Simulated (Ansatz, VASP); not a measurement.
## W in VASP and in Ansatz

Contents of INCAR:

```
SYSTEM = W
PREC = Accurate
ENCUT = 520
EDIFF = 1E-6
ISMEAR = 0
SIGMA = 0.15
LREAL = .FALSE.
LASPH = .TRUE.
NELM = 100
ALGO = Fast
ISIF = 2
LWAVE = .FALSE.
LCHARG = .TRUE.
GGA = PS
LELF = .TRUE.
LVHAR = .TRUE.
NBANDS = 21
```

File KPOINTS:

```
Automatic mesh
0
G
  16 16 12
  0 0 0
```

The input POSCAR:

```
W
1.0
    0.0000000000     -2.0300000000     -2.0300000000
    0.0000000000      2.0300000000     -2.0300000000
    4.0600000000      0.0000000000      0.0000000000
W
2
Direct
    0.5000000000      0.5000000000      0.5431034483
    0.0000000000      0.0000000000     -0.0431034483
```

Input for Ansatz:

```yaml
crystal:
  lattice:
    - [0.0, -2.03, -2.03]
    - [0.0, 2.03, -2.03]
    - [4.06, 0.0, 0.0]
  atoms:
    - { symbol: W, position: [0.5, 0.5, 0.5431034483] }
    - { symbol: W, position: [0.0, 0.0, -0.0431034483] }
basis:
  ecutwfc: 420
kpoints:
  mp_grid: { grid: [16, 16, 12] }
hamiltonian:
  xc: pbesol
scf:
  occupations: { method: gaussian, width: 0.15 }
output:
  forces: true
  stress: true
  eigenvalues: true
```

Change from the starting cell: mode 6 (197.5 1/cm) frozen in, largest displacement +0.175 Å.

Alike in both runs: task single point; functional PBEsol; k mesh 16 × 16 × 12; occupations gaussian, width 0.15 eV; no spin polarisation.

```csv
,VASP,Ansatz
version,VASP 6.6.1,Ansatz 0.2.0
potentials or method,"VASP PAW PBE potentials, release 64 (W_sv), cutoff 520 eV","scalar-relativistic, plane waves, PAW"
valence electrons in the cell,28,28
```

```tsv
	VASP	Ansatz	Ansatz less VASP
gap on the k mesh at the Fermi level (eV)	none	none	-
pressure (GPa)	1.4	0.7	-0.74
traceless stress, the component that is largest in VASP (GPa)	-18.05	-17.95	+0.100
rms of the force components (eV/Å)	1.819	1.788	-0.0314
```

VASP's potentials were made for PBE, not for PBEsol. Atom by atom the forces differ by 0.031 eV/Å (rms over components). A gap of «none» marks a metal or a gap that the smearing closes. With one functional, cell and mesh, what is left measures potentials, basis and numerics.

Spin-orbit coupling is off throughout.
